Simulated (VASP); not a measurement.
A run of VASP 6.6.1 is set up as follows.

The input POSCAR:

```
RuS
1.0
    0.0000000000      2.5467554600      2.5467554600
    2.5467554600      0.0000000000      2.5467554600
    2.5467554600      2.5467554600      0.0000000000
Ru S
1 1
Direct
    0.5000000000      0.5000000000      0.5000000000
    0.0000000000      0.0000000000      0.0000000000
```

File INCAR.step1:

```
SYSTEM = RuS
  PREC = Accurate
  ENCUT = 520
  ISMEAR = 0
  SIGMA = 0.05
  LREAL = .FALSE.
  LASPH = .TRUE.
  NELM = 150
  LMAXMIX = 4
  LDAU = .TRUE.
  LDAUTYPE = 2
  LDAUL = 2 -1
  LDAUU = 7 0
  LDAUJ = 0 0
  NBANDS = 17
  GGA = PE
  ALGO = Normal
  EDIFF = 1E-4
  LWAVE = .TRUE.
  LCHARG = .FALSE.
```

Contents of INCAR.step2:

```
SYSTEM = RuS
  PREC = Accurate
  ENCUT = 520
  EDIFF = 1E-7
  ISMEAR = 0
  SIGMA = 0.05
  LREAL = .FALSE.
  LASPH = .TRUE.
  NELM = 150
  ALGO = Normal
  ISIF = 2
  LWAVE = .FALSE.
  LCHARG = .FALSE.
  LMAXMIX = 4
  LDAU = .TRUE.
  LDAUTYPE = 2
  LDAUL = 2 -1
  LDAUU = 7 0
  LDAUJ = 0 0
  LDAUPRINT = 1
  METAGGA = R2SCAN
  LMIXTAU = .TRUE.
  NBANDS = 17
  ISTART = 1
```

The input KPOINTS:

```
regular mesh
0
G
  6 6 6
  0 0 0
```

Potentials or basis: VASP PAW PBE potentials, release 64 (Ru_pv, S).

The run is started by

```bash
$ cat potpaw_PBE.64/Ru_pv/POTCAR potpaw_PBE.64/S/POTCAR > POTCAR
$ cp INCAR.step1 INCAR
$ mpirun -np 1 vasp_std > vasp.out
$ cp INCAR.step2 INCAR
$ mpirun -np 1 vasp_std > vasp.out
```

Problem. Predict the band gap on the k mesh.

Solution. 1.65 eV, indirect (least direct gap 1.95 eV).

Problem. Estimate the pressure.

Solution. 4.4 GPa.

Eigenvalues of the final occupation matrices:
```csv
site,spin,trace,eigenvalues
site 1 d,1,3.04,0.17 0.17 0.90 0.90 0.90
site 1 d,2,3.04,0.17 0.17 0.90 0.90 0.90
```

Caveat: the PAW data sets were made with another functional, which shifts forces and pressure a little. A k mesh can miss the band edges.
